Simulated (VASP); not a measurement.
Mg3BeS, 5 atoms in the cell. Symmetry: P4mm, No. 99, tetragonal system. The conventional cell has a = 3.689 Å, b = 3.689 Å, c = 6.356 Å, α = 90.00°, β = 90.00°, γ = 90.00°. Mg (site symmetry 2mm) has 2 Mg at 1.85 Å within 2.5 Å. Mg (site symmetry 4mm) has 1 S at 1.63 Å and 4 Mg at 1.85 Å within 2.2 Å. Within 2.4 Å of Be (site symmetry 4mm) lie 1 S at 1.80 Å. Within 2.2 Å of S (site symmetry 4mm) lie 1 Mg at 1.63 Å and 1 Be at 1.80 Å. 

* Program: VASP 6.6.1
* Task: single point
* Functional: PBE
* Potentials or basis: VASP PAW PBE potentials, release 64 (Mg, Be, S)
* Cutoff: 520 eV
* k mesh: 6 × 6 × 4
* Occupations: gaussian, width 0.1 eV
* Spin: no spin polarisation
* Dipole correction: no
* Further INCAR settings: ALGO = Normal; EDIFF = 1e-07; NBANDS = 15

Potentials or basis: VASP PAW PBE potentials, release 64 (Mg, Be, S).

Run with:

```console
$ cat potpaw_PBE.64/Mg/POTCAR potpaw_PBE.64/Be/POTCAR potpaw_PBE.64/S/POTCAR > POTCAR
$ mpirun -np 1 vasp_std > vasp.out
```

Hardware: 1 thread of Intel(R) Xeon(R) 6975P-C (Granite Rapids), with other jobs on the host.

**Question.** Estimate the wall time of this run.

**Answer.** It took 17 s on 1 thread of Intel(R) Xeon(R) 6975P-C (Granite Rapids) (shared host), peak memory 0.2 GiB. Counts: scf iterations 15, k points 30.
